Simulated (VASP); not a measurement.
# CeCuSe3 (I4mm) in VASP: notebook, part 2 of 2

VASP 6.6.1. The steps go on from the part before.

## (4) Single point, PBE

Input file INCAR:

```
  ALGO = Normal
  EDIFF = 1E-6
  ENCUT = 520
  GGA = PE
  ISIF = 2
  ISMEAR = 1
  ISYM = 0
  LASPH = T
  LCHARG = T
  LELF = T
  LREAL = F
  LVHAR = T
  LWAVE = F
  NBANDS = 28
  NELM = 100
  PREC = Accurate
  SIGMA = 0.0893
```

Input file KPOINTS:

```
k-points
0
Gamma
  4 4 4
```

Input file POSCAR:

```
CeCuSe3
1.0
    0.0000000000      4.6487720000      0.0000000000
    4.6487720000      0.0000000000      0.0000000000
    2.3243860000      2.3243860000     -5.7100010000
Ce Cu Se
1 1 3
Direct
    0.1365000000      0.1365000000      0.7270000000
    0.5221000000      0.5221000000      0.9558000000
    0.8858000000      0.3858000000      0.2284000000
    0.3858000000      0.8858000000      0.2284000000
    0.7504000000      0.7504000000      0.4992000000
```

Potentials or basis: VASP PAW PBE potentials, release 64 (Ce, Cu, Se).

Started as:

```bash
> cat potpaw_PBE.64/Ce/POTCAR potpaw_PBE.64/Cu/POTCAR potpaw_PBE.64/Se/POTCAR > POTCAR
> mpirun -np 1 vasp_std > vasp.out
```

OUTCAR:

```text
EDIFF = 1E-6
   ENCUT = 520
   GGA = PE
   ISIF = 2
   ISMEAR = 1
   ISYM = 0
   LASPH = T
   LREAL = F
   NELM = 100
   PREC = Accurate

 ion  position               nearest neighbor table
   1  0.136  0.136  0.727-
   2  0.522  0.522  0.956-   5 2.61
   3  0.886  0.386  0.228-   5 2.79   5 2.79
   4  0.386  0.886  0.228-   5 2.79   5 2.79
   5  0.750  0.750  0.499-   2 2.61   3 2.79   4 2.79   3 2.79   4 2.79

IMPORTANT INFORMATION: All symmetrisations will be switched off!
NOSYMM: (Re-)initialisation of all symmetry stuff for point group C_1.

----------------------------------------------------------------------------------------

                                     Primitive cell

  volume of cell :     123.3993

  direct lattice vectors                    reciprocal lattice vectors
     0.000000000  4.648772000  0.000000000     0.000000000  0.215110571  0.087565659
     4.648772000  0.000000000  0.000000000     0.215110571  0.000000000  0.087565659
     2.324386000  2.324386000 -5.710001000     0.000000000  0.000000000 -0.175131318

  length of vectors
     4.648772000  4.648772000  6.588600153     0.232250517  0.232250517  0.175131318

  position of ions in fractional coordinates (direct lattice)
     0.136500000  0.136500000  0.727000000
     0.522100000  0.522100000  0.955800000
     0.885800000  0.385800000  0.228400000
     0.385800000  0.885800000  0.228400000
     0.750400000  0.750400000  0.499200000

  ion indices of the primitive-cell ions
   primitive index   ion index
                 1           1
                 2           2
                 3           3
                 4           4
                 5           5

----------------------------------------------------------------------------------------

 KPOINTS: k-points

Automatic generation of k-mesh.
 Grid dimensions read from file:
 generate k-points for:    4    4    4

 Generating k-lattice:

  Cartesian coordinates                     Fractional coordinates (reciprocal lattice)
     0.000000000  0.053777643  0.021891415     0.250000000  0.000000000  0.000000000
     0.053777643  0.000000000  0.021891415     0.000000000  0.250000000  0.000000000
     0.000000000  0.000000000 -0.043782829     0.000000000  0.000000000  0.250000000

  Length of vectors
     0.058062629  0.058062629  0.043782829

  Shift w.r.t. Gamma in fractional coordinates (k-lattice)
     0.000000000  0.000000000  0.000000000

 Subroutine IBZKPT returns following result:
 ===========================================

 Found     36 irreducible k-points:

 Following reciprocal coordinates:
            Coordinates               Weight
  0.000000  0.000000  0.000000      1.000000
  0.250000  0.000000 -0.000000      2.000000
  0.000000 -0.250000 -0.250000      2.000000
 -0.250000  0.000000 -0.250000      2.000000
  0.000000  0.250000 -0.000000      2.000000
  0.500000  0.000000 -0.000000      1.000000
[... 16 lines left out ...]
  0.250000  0.250000  0.250000      2.000000
  0.500000  0.500000 -0.000000      1.000000
 [... further k-points ...]
   k-points           NKPTS =     36   k-points in BZ     NKDIM =     36   number of bands    NBANDS=     28
   number of dos      NEDOS =    301   number of ions     NIONS =      5
   total plane-waves  NPLWV =  64800
   dimension x,y,z NGX =    36 NGY =   36 NGZ =   50
   dimension x,y,z NGXF=    72 NGYF=   72 NGZF=  100
   ions per type =               1   1   3
   NGX,Y,Z   is equivalent  to a cutoff of  12.87, 12.87, 12.62 a.u.
   NGXF,Y,Z  is equivalent  to a cutoff of  25.75, 25.75, 25.23 a.u.
 SYSTEM =  unknown system
   PREC   = accura    normal or accurate (medium, high low for compatibility)
   ISTART =      0    job   : 0-new  1-cont  2-samecut
   ICHARG =      2    charge: 1-file 2-atom 10-const
   ISPIN  =      1    spin polarized calculation?
   LNONCOLLINEAR =      F non collinear calculations
   LSORBIT =      F    spin-orbit coupling
   LASPH  =      T    aspherical Exc in radial PAW
   ENCUT  =  520.0 eV  38.22 Ry    6.18 a.u.   8.64  8.64 12.25*2*pi/ulx,y,z
   NELM   =    100;   NELMIN=  2; NELMDL= -5     # of ELM steps
   EDIFF  = 0.1E-05   stopping-criterion for ELM
   LREAL  =      F    real-space projection
   EDIFFG = 0.1E-04   stopping-criterion for IOM
   NSW    =      0    number of steps for IOM
   IBRION =     -1    ionic relax: 0-MD 1-quasi-New 2-CG
   NFREE  =      0    steps in history (QN), initial steepest desc. (CG)
   ISIF   =      2    stress and relaxation
   ISYM   =      0    0-nonsym 1-usesym 2-fastsym
   POTIM  = 0.5000    time-step for ionic-motion
   TEBEG  =    0.0;   TEEND  =   0.0 temperature during run
   PSTRESS=    0.0 pullay stress
   NELECT =      41.0000    total number of electrons
   NUPDOWN=      -1.0000    fix difference up-down
   EMIN   =  10.00;   EMAX   =-10.00  energy-range for DOS
   EFERMI =   0.00;   METHOD = LEGACY
   ISMEAR =     1;   SIGMA  =   0.09  broadening in eV -4-tet -1-fermi 0-gaus
   EFERMI_NEDOS =   21; number of points for ismear=-14 and -15
   IALGO  =     38    algorithm
   IMIX   =      4    mixing-type and parameters
     AMIX     =   0.40;   BMIX     =  1.00
     AMIX_MAG =   1.60;   BMIX_MAG =  1.00
  volume/ion in A,a.u.               =      24.68       166.55
  Fermi-wavevector in a.u.,A,eV,Ry     =   1.133875  2.142713 17.492640  1.285673
  Thomas-Fermi vector in A             =   2.270578
   LORBIT       =      0    0 simple, 1 ext, 2 COOP (PROOUT), +10 PAW based schemes
   GGA     = PE    functional components
   LHFCALC =     F    Hartree Fock is set to
   AEXX    =    0.0000 exact exchange contribution
   IVDW    =     0    specifies the selected vdW correction
   LEPSILON=     F    determine dielectric tensor
   LRPA    =     F    only Hartree local field effects (RPA)
 non-spin polarized calculation
 Methfessel and Paxton  Order N= 1 SIGMA  =   0.09
  energy-cutoff  :      520.00
  volume of cell :      123.40
 maximum number of plane-waves:      3413
 NGX is ok and might be reduce to    36
   NGX = 17   NGY = 17   NGZ = 25

 number of electron      41.0000008 magnetization

 Free energy of the ion-electron system (eV)
  ---------------------------------------------------
  ext. energy  EPLUGINS =         0.00000000
  ---------------------------------------------------
  free energy    TOTEN  =       -20.70817016 eV

  energy without entropy =      -20.72619983  energy(sigma->0) =      -20.71418005

 E-fermi :   5.2246     XC(G=0):  -9.8959

 val. band max:        5.2220042014   @ k =  -0.2500  -0.2500   0.2500
 cond. band min:       5.2474502696   @ k =   0.0000   0.0000   0.0000
 fundamental gap:      0.0254460682
 Fermi energy:         5.2245533205

 k-point     1 :       0.0000    0.0000    0.0000
  band No.  band energies     occupation
      1     -30.1620      2.00000
      2     -12.9190      2.00000
      3     -12.9188      2.00000
      4     -12.9169      2.00000
      5      -9.7225      2.00000
      6      -6.7116      2.00000
[... 20 lines left out ...]
     27       5.9624     -0.00000
     28       5.9624     -0.00000

 k-point     2 :       0.2500    0.0000   -0.0000
  band No.  band energies     occupation
      1     -30.1602      2.00000
      2     -12.9752      2.00000
      3     -12.9144      2.00000
      4     -12.9127      2.00000
      5      -9.4206      2.00000
      6      -7.2036      2.00000
[... 20 lines left out ...]
     27       5.5092     -0.00006
     28       5.6092     -0.00000

 k-point     3 :       0.0000   -0.2500   -0.2500
  band No.  band energies     occupation
      1     -30.1602      2.00000
      2     -12.9751      2.00000
      3     -12.9145      2.00000
      4     -12.9127      2.00000
      5      -9.4206      2.00000
      6      -7.2037      2.00000
[... 616 lines left out ...]
      3     -12.9554      2.00000
      4     -12.9028      2.00000
      5      -9.1668      2.00000
      6      -7.2825      2.00000
[... 20 lines left out ...]
     27       5.5848     -0.00000
     28       6.1742     -0.00000

 k-point    24 :       0.5000    0.5000   -0.0000
  band No.  band energies     occupation
      1     -30.1557      2.00000
      2     -12.9993      2.00000
      3     -12.9915      2.00000
      4     -12.8930      2.00000
      5      -8.1988      2.00000
      6      -7.7287      2.00000
[... 20 lines left out ...]
     27       5.6100     -0.00000
     28       6.1466     -0.00000

 [... further k-points ...]

------------------------ aborting loop because EDIFF is reached ----------------------------------------

  FORCE on cell =-STRESS in cart. coord.  units (eV):
  Direction    XX          YY          ZZ          XY          YZ          ZX
  --------------------------------------------------------------------------------------
  -------------------------------------------------------------------------------------
  Total       -1.2904259     -1.2912686     -8.7806014      0.0006331      0.0008363     -0.0022508
  in kB      -16.7544807    -16.7654227   -114.0045454      0.0082196      0.0108578     -0.0292235
  external PRESSURE =     -49.1748162 kB  Pullay stress =       0.0000000 kB

 VOLUME and BASIS-vectors are now :
 -----------------------------------------------------------------------------
  energy-cutoff  :      520.00
  volume of cell :      123.40
      direct lattice vectors                 reciprocal lattice vectors
     0.000000000  4.648772000  0.000000000     0.000000000  0.215110571  0.087565659
     4.648772000  0.000000000  0.000000000     0.215110571  0.000000000  0.087565659
     2.324386000  2.324386000 -5.710001000     0.000000000  0.000000000 -0.175131318

 POSITION                                       TOTAL-FORCE (eV/Angst)
 -----------------------------------------------------------------------------------
      2.32439      2.32439     -4.15117        -0.000624     -0.000046      0.049970
      4.64877      4.64877     -5.45762         0.000153     -0.000080     -0.094180
      2.32439      4.64877     -1.30416         0.000215      0.000051      1.889072
      4.64877      2.32439     -1.30416         0.000109      0.000022      1.889376
      4.64877      4.64877     -2.85043         0.000147      0.000052     -3.734237
 -----------------------------------------------------------------------------------
    total drift:                               -0.000992     -0.000085      0.000138

  FREE ENERGIE OF THE ION-ELECTRON SYSTEM (eV)
  ---------------------------------------------------
  free  energy   TOTEN  =       -20.7081701562 eV

  energy  without entropy=      -20.7261998335  energy(sigma->0) =      -20.71418005
```

OSZICAR:

```text
N       E                     dE             d eps       ncg     rms          rms(c)
DAV:   1     0.329990067547E+03    0.32999E+03   -0.16669E+04  2016   0.157E+03
DAV:   2     0.314828265123E+02   -0.29851E+03   -0.28717E+03  2284   0.322E+02
DAV:   3    -0.180573666770E+02   -0.49540E+02   -0.45970E+02  2556   0.134E+02
DAV:   4    -0.225851086984E+02   -0.45277E+01   -0.41693E+01  3260   0.374E+01
[... 12 lines left out ...]
DAV:  81    -0.207081783369E+02    0.19944E-04   -0.69709E-05  3184   0.448E-02    0.477E-02
DAV:  82    -0.207081765180E+02    0.18189E-05   -0.19911E-05  2224   0.157E-02    0.427E-02
DAV:  83    -0.207081726174E+02    0.39006E-05   -0.60300E-06  1116   0.993E-03    0.256E-02
DAV:  84    -0.207081706659E+02    0.19515E-05   -0.39186E-06  1220   0.143E-02    0.129E-02
DAV:  85    -0.207081701562E+02    0.50969E-06   -0.16866E-06  1252   0.842E-03
   1 F= -.20708170E+02 E0= -.20714180E+02  d E =0.180297E-01
```

It took 12 min on 1 thread of Intel Xeon Platinum 8375C at 2.90GHz (Ice Lake), shared host; peak memory 0.34 GiB.

What came out:

```yaml
Free_energy: -20.7082 eV
Pressure: -4.9 GPa
Largest_force: 3.734 eV/Å
Band_gap_on_the_k_mesh: zero (an odd number of electrons rules out a gap without spin polarisation)
```

Forces on the atoms (eV/Å):
```
Ce  -0.001  0.000  0.050
Cu   0.000  0.000 -0.094
Se   0.000  0.000  1.889
Se   0.000  0.000  1.889
Se   0.000  0.000 -3.734
```

Stress tensor (GPa, compression positive):
```
 -1.68   0.00   0.00
  0.00  -1.68   0.00
  0.00   0.00 -11.40
```

Caveat: the k points lie up to 0.36 Å⁻¹ apart, too coarse for converged energies and pressures of a metal; spin-orbit coupling is left out, which moves the levels of the heavy elements; the run has no spin polarisation, though such a crystal can be magnetic; semilocal functionals describe open f shells poorly, which spoils levels, moments and volumes; forces of over 1 eV/Å act on the atoms, so gaps and moduli don't describe the material at rest. Spin polarisation is off, so any magnetic state and its effect on volume and gap are missing.
